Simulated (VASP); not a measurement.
# MoS2 (Fm-3m) in VASP: notebook

The runs below take MoS2 through single point, relaxation of cell and atoms, with PBEsol, r2SCAN+rVV10.

All numbers are computed with VASP 6.6.1; they aren't measurements. Logs are shortened: lines on timing, memory, paths and dates and some standing lists are left out, and cuts for length are marked.

**1. The cell of the first run**

Symmetry: Fm-3m, No. 225, cubic system. Conventional cell: a = 5.803 Å, b = 5.803 Å, c = 5.803 Å, α = 90.00°, β = 90.00°, γ = 90.00°. Mo (site symmetry m-3m) has 8 S at 2.51 Å within 3.3 Å. S (site symmetry -43m) has 4 Mo at 2.51 Å and 6 S at 2.90 Å within 3.3 Å.

**2. Single point, PBEsol**

INCAR

```
SYSTEM = MoS2
ALGO = Normal
EDIFF = 1E-6
ENCUT = 520
GGA = PS
ISIF = 2
ISMEAR = -1
LASPH = .TRUE.
LCHARG = .TRUE.
LELF = .TRUE.
LREAL = .FALSE.
LVHAR = .TRUE.
LWAVE = .FALSE.
NBANDS = 20
NELM = 80
PREC = Accurate
SIGMA = 0.03
```

KPOINTS

```
k-points
0
G
  6 6 6
  0 0 0
```

POSCAR

```
MoS2
1.0
    0.0000000000      2.9013844216      2.9013844216
    2.9013844216      0.0000000000      2.9013844216
    2.9013844216      2.9013844216      0.0000000000
Mo S
1 2
Direct
    0.0000000000      0.0000000000      0.0000000000
    0.7500000000      0.7500000000      0.7500000000
    0.2500000000      0.2500000000      0.2500000000
```

Potentials or basis: VASP PAW PBE potentials, release 64 (Mo_sv, S).

Run with:

```console
$ cat potpaw_PBE.64/Mo_sv/POTCAR potpaw_PBE.64/S/POTCAR > POTCAR
$ mpirun -np 1 vasp_std > vasp.out
```

OUTCAR:

```text
SYSTEM = MoS2
   EDIFF = 1E-6
   ENCUT = 520
   GGA = PS
   ISIF = 2
   ISMEAR = -1
   LASPH = .TRUE.
   LREAL = .FALSE.
   NELM = 80
   PREC = Accurate

 ion  position               nearest neighbor table
   1  0.000  0.000  0.000-   2 2.51   2 2.51   2 2.51   2 2.51   3 2.51   3 2.51   3 2.51   3 2.51

   2  0.750  0.750  0.750-   1 2.51   1 2.51   1 2.51   1 2.51
   3  0.250  0.250  0.250-   1 2.51   1 2.51   1 2.51   1 2.51

  LATTYP: Found a face centered cubic cell.
 ALAT       =     5.8027688432

  Lattice vectors:

 A1 = (   0.0000000000,   2.9013844216,   2.9013844216)
 A2 = (   2.9013844216,   0.0000000000,   2.9013844216)
 A3 = (   2.9013844216,   2.9013844216,   0.0000000000)

Analysis of symmetry for initial positions (statically):
=====================================================================
 Subroutine PRICEL returns:
 Original cell was already a primitive cell.

 Routine SETGRP: Setting up the symmetry group for a
 face centered cubic supercell.

 Subroutine GETGRP returns: Found 48 space group operations
 (whereof 48 operations were pure point group operations)
 out of a pool of 48 trial point group operations.

The static configuration has the point symmetry O_h .

Analysis of symmetry for dynamics (positions and initial velocities):
=====================================================================
 Subroutine PRICEL returns:
 Original cell was already a primitive cell.

 Routine SETGRP: Setting up the symmetry group for a
 face centered cubic supercell.

 Subroutine GETGRP returns: Found 48 space group operations
 (whereof 48 operations were pure point group operations)
 out of a pool of 48 trial point group operations.

The dynamic configuration has the point symmetry O_h .

 Subroutine INISYM returns: Found 48 space group operations
 (whereof 48 operations are pure point group operations),
 and found     1 'primitive' translations

----------------------------------------------------------------------------------------

                                     Primitive cell

  volume of cell :      48.8479

  direct lattice vectors                    reciprocal lattice vectors
     0.000000000  2.901384422  2.901384422    -0.172331524  0.172331524  0.172331524
     2.901384422  0.000000000  2.901384422     0.172331524 -0.172331524  0.172331524
     2.901384422  2.901384422  0.000000000     0.172331524  0.172331524 -0.172331524

  length of vectors
     4.103177199  4.103177199  4.103177199     0.298486956  0.298486956  0.298486956
[... 72 lines left out ...]
   ENCUT  =  520.0 eV  38.22 Ry    6.18 a.u.   7.63  7.63  7.63*2*pi/ulx,y,z
   NELM   =     80;   NELMIN=  2; NELMDL= -5     # of ELM steps
   EDIFF  = 0.1E-05   stopping-criterion for ELM
   LREAL  =      F    real-space projection
   EDIFFG = 0.1E-04   stopping-criterion for IOM
   NSW    =      0    number of steps for IOM
   IBRION =     -1    ionic relax: 0-MD 1-quasi-New 2-CG
   NFREE  =      0    steps in history (QN), initial steepest desc. (CG)
   ISIF   =      2    stress and relaxation
   ISYM   =      2    0-nonsym 1-usesym 2-fastsym
   POTIM  = 0.5000    time-step for ionic-motion
   TEBEG  =    0.0;   TEEND  =   0.0 temperature during run
   PSTRESS=    0.0 pullay stress
   NELECT =      26.0000    total number of electrons
   NUPDOWN=      -1.0000    fix difference up-down
   EMIN   =  10.00;   EMAX   =-10.00  energy-range for DOS
   EFERMI =   0.00;   METHOD = LEGACY
   ISMEAR =    -1;   SIGMA  =   0.03  broadening in eV -4-tet -1-fermi 0-gaus
   EFERMI_NEDOS =   21; number of points for ismear=-14 and -15
   IALGO  =     38    algorithm
   IMIX   =      4    mixing-type and parameters
     AMIX     =   0.40;   BMIX     =  1.00
     AMIX_MAG =   1.60;   BMIX_MAG =  1.00
  volume/ion in A,a.u.               =      16.28       109.88
  Fermi-wavevector in a.u.,A,eV,Ry     =   1.326734  2.507165 23.949306  1.760224
  Thomas-Fermi vector in A             =   2.456099
   LORBIT       =      0    0 simple, 1 ext, 2 COOP (PROOUT), +10 PAW based schemes
   GGA     = PS    functional components
   LHFCALC =     F    Hartree Fock is set to
   AEXX    =    0.0000 exact exchange contribution
   IVDW    =     0    specifies the selected vdW correction
   LEPSILON=     F    determine dielectric tensor
   LRPA    =     F    only Hartree local field effects (RPA)
 non-spin polarized calculation
  energy-cutoff  :      520.00
  volume of cell :       48.85
 maximum number of plane-waves:      1363
 NGX is ok and might be reduce to    32
   NGX = 15   NGY = 15   NGZ = 15

 number of electron      25.9999997 magnetization

 Free energy of the ion-electron system (eV)
  ---------------------------------------------------
  ext. energy  EPLUGINS =         0.00000000
  ---------------------------------------------------
  free energy    TOTEN  =       -21.29791473 eV

  energy without entropy =      -21.28211884  energy(sigma->0) =      -21.29001679

 E-fermi :   8.6823     XC(G=0): -11.5879

 val. band max:        8.6765928909   @ k =   0.3333   0.0000   0.0000
 cond. band min:       8.6947243381   @ k =   0.5000   0.3333   0.0000
 fundamental gap:      0.0181314472
 Fermi energy:         8.6822692205

 k-point     1 :       0.0000    0.0000    0.0000
  band No.  band energies     occupation
      1     -52.2387      2.00000
      2     -26.3718      2.00000
      3     -26.3718      2.00000
      4     -26.3718      2.00000
      5      -6.8574      2.00000
      6      -1.9763      2.00000
[... 357 lines left out ...]
     19      16.8107      0.00000
     20      17.0365      0.00000

------------------------ aborting loop because EDIFF is reached ----------------------------------------

  FORCE on cell =-STRESS in cart. coord.  units (eV):
  Direction    XX          YY          ZZ          XY          YZ          ZX
  --------------------------------------------------------------------------------------
  -------------------------------------------------------------------------------------
  Total        0.0435817      0.0435817      0.0435817      0.0000000      0.0000000      0.0000000
  in kB        1.4294514      1.4294514      1.4294514      0.0000000      0.0000000      0.0000000
  external PRESSURE =       1.4294514 kB  Pullay stress =       0.0000000 kB

 VOLUME and BASIS-vectors are now :
 -----------------------------------------------------------------------------
  energy-cutoff  :      520.00
  volume of cell :       48.85
      direct lattice vectors                 reciprocal lattice vectors
     0.000000000  2.901384422  2.901384422    -0.172331524  0.172331524  0.172331524
     2.901384422  0.000000000  2.901384422     0.172331524 -0.172331524  0.172331524
     2.901384422  2.901384422  0.000000000     0.172331524  0.172331524 -0.172331524

 POSITION                                       TOTAL-FORCE (eV/Angst)
 -----------------------------------------------------------------------------------
      0.00000      0.00000      0.00000         0.000000      0.000000      0.000000
      4.35208      4.35208      4.35208        -0.000000      0.000000     -0.000000
      1.45069      1.45069      1.45069        -0.000000     -0.000000      0.000000
 -----------------------------------------------------------------------------------
    total drift:                                0.000000     -0.000000      0.000000

  FREE ENERGIE OF THE ION-ELECTRON SYSTEM (eV)
  ---------------------------------------------------
  free  energy   TOTEN  =       -21.2979147336 eV

  energy  without entropy=      -21.2821188370  energy(sigma->0) =      -21.29001679
```

Wall time 14 s (1 thread of Intel Xeon 6975P-C (Granite Rapids), shared host); peak memory 0.17 GiB.

Results:

```
Free energy            : -21.2979 eV
Pressure               : 0.1 GPa
Band gap on the k mesh : zero (band 13 reaches 9.01 eV, above the bottom of band 14 at 8.16 eV)
```

Caveat: the PAW data sets were made with another functional, which shifts forces and pressure a little.

**3. Single point, r2SCAN+rVV10**

This run uses another cell than the first one, of 16.67 Å³/atom, 1.024 times its volume.

POSCAR

```
MoS2
1.0
    0.0000000000      2.9243830910      2.9243830910
    2.9243830910      0.0000000000      2.9243830910
    2.9243830910      2.9243830910      0.0000000000
Mo S
1 2
Direct
    0.0000000000      0.0000000000      0.0000000000
    0.7500000000      0.7500000000      0.7500000000
    0.2500000000      0.2500000000      0.2500000000
```

INCAR.step1

```
SYSTEM = MoS2
PREC = Accurate
ENCUT = 520
ISMEAR = -1
SIGMA = 0.03
LREAL = .FALSE.
LASPH = .TRUE.
NELM = 60
NBANDS = 20
GGA = PE
ALGO = Normal
EDIFF = 1E-4
LWAVE = .TRUE.
LCHARG = .FALSE.
```

INCAR.step2

```
SYSTEM = MoS2
PREC = Accurate
ENCUT = 520
EDIFF = 1E-6
ISMEAR = -1
SIGMA = 0.03
LREAL = .FALSE.
LASPH = .TRUE.
NELM = 60
ALGO = Normal
ISIF = 2
LWAVE = .FALSE.
LCHARG = .TRUE.
METAGGA = R2SCAN
LMIXTAU = .TRUE.
LUSE_VDW = .TRUE.
IVDW_NL = 2
BPARAM = 11.95
CPARAM = 0.0093
LELF = .TRUE.
LVHAR = .TRUE.
NBANDS = 20
ISTART = 1
```

KPOINTS

```
regular mesh
0
G
  8 8 8
  0 0 0
```

Potentials or basis: VASP PAW PBE potentials, release 64 (Mo_sv, S).

Run with:

```console
$ cat potpaw_PBE.64/Mo_sv/POTCAR potpaw_PBE.64/S/POTCAR > POTCAR
$ cp INCAR.step1 INCAR
$ mpirun -np 1 vasp_std > vasp.out
$ cp INCAR.step2 INCAR
$ mpirun -np 1 vasp_std > vasp.out
```

OUTCAR:

```text
SYSTEM = MoS2
   PREC = Accurate
   ENCUT = 520
   EDIFF = 1E-6
   ISMEAR = -1
   LREAL = .FALSE.
   LASPH = .TRUE.
   NELM = 60
   ISIF = 2
   METAGGA = R2SCAN
   IVDW_NL = 2
   BPARAM = 11.95
   ISTART = 1

 ion  position               nearest neighbor table
   1  0.000  0.000  0.000-   2 2.53   2 2.53   2 2.53   2 2.53   3 2.53   3 2.53   3 2.53   3 2.53

   2  0.750  0.750  0.750-   1 2.53   1 2.53   1 2.53   1 2.53
   3  0.250  0.250  0.250-   1 2.53   1 2.53   1 2.53   1 2.53

  LATTYP: Found a face centered cubic cell.
 ALAT       =     5.8487661820

  Lattice vectors:

 A1 = (   0.0000000000,   2.9243830910,   2.9243830910)
 A2 = (   2.9243830910,   0.0000000000,   2.9243830910)
 A3 = (   2.9243830910,   2.9243830910,   0.0000000000)

Analysis of symmetry for initial positions (statically):
=====================================================================
 Subroutine PRICEL returns:
 Original cell was already a primitive cell.

[... 167 lines left out ...]
  ---------------------------------------------------
  free energy    TOTEN  =       -42.16819007 eV

  energy without entropy =      -42.15451073  energy(sigma->0) =      -42.16135040

 E-fermi :   8.4615     XC(G=0): -12.0607

 val. band max:        8.4570904119   @ k =   0.5000   0.3750   0.1250
 cond. band min:       8.4767087787   @ k =  -0.3750   0.2500   0.1250
 fundamental gap:      0.0196183669
 Fermi energy:         8.4615011231

 k-point     1 :       0.0000    0.0000    0.0000
  band No.  band energies     occupation
      1     -54.5698      2.00000
      2     -27.9414      2.00000
      3     -27.9414      2.00000
      4     -27.9414      2.00000
      5      -7.7578      2.00000
      6      -2.9051      2.00000
[... 541 lines left out ...]
     19      16.2187      0.00000
     20      19.3037      0.00000

 [... further k-points ...]

------------------------ aborting loop because EDIFF is reached ----------------------------------------

  FORCE on cell =-STRESS in cart. coord.  units (eV):
  Direction    XX          YY          ZZ          XY          YZ          ZX
  --------------------------------------------------------------------------------------
  -------------------------------------------------------------------------------------
  Total        0.0687943      0.0687943      0.0687943      0.0000000     -0.0000000     -0.0000000
  in kB        2.2035857      2.2035857      2.2035857      0.0000000     -0.0000000     -0.0000000
  external PRESSURE =       2.2035857 kB  Pullay stress =       0.0000000 kB

 VOLUME and BASIS-vectors are now :
 -----------------------------------------------------------------------------
  energy-cutoff  :      520.00
  volume of cell :       50.02
      direct lattice vectors                 reciprocal lattice vectors
     0.000000000  2.924383091  2.924383091    -0.170976231  0.170976231  0.170976231
     2.924383091  0.000000000  2.924383091     0.170976231 -0.170976231  0.170976231
     2.924383091  2.924383091  0.000000000     0.170976231  0.170976231 -0.170976231

 POSITION                                       TOTAL-FORCE (eV/Angst)
 -----------------------------------------------------------------------------------
      0.00000      0.00000      0.00000         0.000000      0.000000     -0.000000
      4.38657      4.38657      4.38657        -0.000000      0.000000      0.000000
      1.46219      1.46219      1.46219         0.000000     -0.000000     -0.000000
 -----------------------------------------------------------------------------------
    total drift:                                0.000000     -0.000000      0.000000

  FREE ENERGIE OF THE ION-ELECTRON SYSTEM (eV)
  ---------------------------------------------------
  free  energy   TOTEN  =       -42.1681900667 eV

  energy  without entropy=      -42.1545107275  energy(sigma->0) =      -42.16135040
```

OUTCAR.step1:

```text
SYSTEM = MoS2
   PREC = Accurate
   ENCUT = 520
   ISMEAR = -1
   LREAL = .FALSE.
   LASPH = .TRUE.
   NELM = 60
[... 775 lines left out ...]
      0.00000      0.00000      0.00000        -0.000000      0.000000      0.000000
      4.38657      4.38657      4.38657         0.000000      0.000000     -0.000000
      1.46219      1.46219      1.46219        -0.000000     -0.000000     -0.000000
 -----------------------------------------------------------------------------------
    total drift:                                0.000000     -0.000000      0.000000

  FREE ENERGIE OF THE ION-ELECTRON SYSTEM (eV)
  ---------------------------------------------------
  free  energy   TOTEN  =       -19.5734947032 eV

  energy  without entropy=      -19.5604225379  energy(sigma->0) =      -19.56695862
```

OSZICAR.step1:

```text
N       E                     dE             d eps       ncg     rms          rms(c)
DAV:   1     0.175111959871E+03    0.17511E+03   -0.13380E+04  1160   0.123E+03
DAV:   2    -0.131603570326E+02   -0.18827E+03   -0.18283E+03  1344   0.316E+02
DAV:   3    -0.210525867882E+02   -0.78922E+01   -0.77255E+01  1456   0.575E+01
DAV:   4    -0.211510775673E+02   -0.98491E-01   -0.98269E-01  1392   0.648E+00
DAV:   5    -0.211525601079E+02   -0.14825E-02   -0.14824E-02  1488   0.762E-01    0.196E+01
DAV:   6    -0.204521995393E+02    0.70036E+00   -0.21802E+01  1204   0.210E+01    0.957E+00
DAV:   7    -0.196297433158E+02    0.82246E+00   -0.75063E+00  1204   0.129E+01    0.675E+00
DAV:   8    -0.195874220907E+02    0.42321E-01   -0.72429E-01  1304   0.403E+00    0.130E+00
DAV:   9    -0.195732039899E+02    0.14218E-01   -0.68408E-02  1324   0.121E+00    0.269E-01
DAV:  10    -0.195734267701E+02   -0.22278E-03   -0.36095E-03  1452   0.359E-01    0.154E-01
DAV:  11    -0.195734947032E+02   -0.67933E-04   -0.28029E-04  1160   0.933E-02
   1 F= -.19573495E+02 E0= -.19566959E+02  d E =-.130722E-01
```

Run time: 2 min. Hardware: 1 thread of Intel Xeon 6975P-C (Granite Rapids), shared host; peak memory 0.32 GiB.

What came out:

```yaml
Free_energy: -42.1682 eV
Pressure: 0.2 GPa
Band_gap_on_the_k_mesh: zero (band 13 reaches 8.90 eV, above the bottom of band 14 at 7.82 eV)
```

Levels at points of the mesh, in eV from the Fermi level:
```
           k point  band 11  band 12  band 13  band 14  band 15  band 16
(0.00, 0.00, 0.00)    -1.02    -0.64    -0.64    -0.64     4.45     4.45
(0.50, 0.00, 0.00)    -3.19    -3.19    -0.50    -0.50     1.76     4.15
(0.50, 0.50, 0.00)    -2.70    -0.69     0.07     0.89     1.91     3.65
```

Caveat: the PAW data sets were made with another functional, which shifts forces and pressure a little.

[end of part 1 of 2]
